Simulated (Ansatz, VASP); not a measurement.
**Two plane-wave programs on MgBe2Te3**

INCAR

```
SYSTEM = MgBe2Te3
ALGO     = Normal         ! electronic algorithm
EDIFF    = 1E-7           ! SCF threshold, eV
ENCUT    = 520            ! plane-wave cutoff, eV
GGA      = PE             ! functional
ISIF     = 2              ! what is computed and relaxed
ISMEAR   = 0              ! smearing method
LASPH    = .TRUE.         ! aspherical terms in the spheres
LCHARG   = .TRUE.         ! write CHGCAR
LELF     = .TRUE.         ! ELF
LREAL    = .FALSE.        ! projectors in reciprocal space
LVHAR    = .TRUE.       
LWAVE    = .FALSE.        ! write WAVECAR
NBANDS   = 21             ! bands
NELM     = 80             ! most SCF steps
PREC     = Accurate       ! precision mode
SIGMA    = 0.1            ! smearing width, eV
```

File KPOINTS:

```
k-points
0
G
  3 3 4
  0 0 0
```

Contents of POSCAR:

```
MgBe2Te3
1.0
    5.9108584600      0.0000000000      0.0000000000
   -2.9554292300      5.1189535900      0.0000000000
    0.0000000000      0.0000000000      4.1516070100
Mg Be Te
1 2 3
Direct
    0.0000000000      0.0000000000      0.8888130200
    0.6666666700      0.3333333300      0.9631379800
    0.3333333300      0.6666666700      0.9631379800
    0.5000000000      0.5000000000      0.4595159900
    0.5000000000      0.0000000000      0.4595159900
    0.0000000000      0.5000000000      0.4595159900
```

Input for Ansatz:

```yaml
crystal:
  lattice:
    - [5.91085846, 0.0, 0.0]
    - [-2.95542923, 5.11895359, 0.0]
    - [0.0, 0.0, 4.15160701]
  atoms:
    - { symbol: Mg, position: [0.0, 0.0, 0.88881302] }
    - { symbol: Be, position: [0.66666667, 0.33333333, 0.96313798] }
    - { symbol: Be, position: [0.33333333, 0.66666667, 0.96313798] }
    - { symbol: Te, position: [0.5, 0.5, 0.45951599] }
    - { symbol: Te, position: [0.5, 0.0, 0.45951599] }
    - { symbol: Te, position: [0.0, 0.5, 0.45951599] }
basis:
  ecutwfc: 420
kpoints:
  mp_grid: { grid: [3, 3, 4] }
hamiltonian:
  xc: pbe
scf:
  occupations: { method: gaussian, width: 0.1 }
  lower_state_search: "off"
output:
  forces: true
  stress: true
  eigenvalues: true
```

Change from the starting cell: species swapped into the ErCo3Ge2 type (P6mm, No. 183).

Alike in both runs: task single point; functional PBE; k mesh 3 × 3 × 4; occupations gaussian, width 0.1 eV; no spin polarisation.

```csv
,VASP,Ansatz
version,VASP 6.6.1,Ansatz 0.2.0
potentials or method,"VASP PAW PBE potentials, release 64 (Mg, Be, Te), cutoff 520 eV","scalar-relativistic, plane waves, PAW"
valence electrons in the cell,24,62
```

|  | VASP | Ansatz | Ansatz less VASP |
| --- | --- | --- | --- |
| gap on the k mesh at the Fermi level (eV) | none | none | - |
| pressure (GPa) | 13.5 | 13.4 | -0.08 |
| traceless stress, the component that is largest in VASP (GPa) | -18.65 | -18.67 | -0.017 |
| rms of the force components (eV/Å) | 0.016 | 0.016 | +0.0004 |

Atom by atom the forces differ by 0.000 eV/Å (rms over components). A gap of «none» marks a metal or a gap that the smearing closes. The functional is the same, so the differences come from potentials, cutoffs and numerics. VASP's potentials hold 24 valence electrons a cell and Ansatz's 62, so a difference there can come from the potentials and not from the codes.

The k mesh is coarse, so the values compare programs but aren't converged. Neither program's run includes spin-orbit coupling.
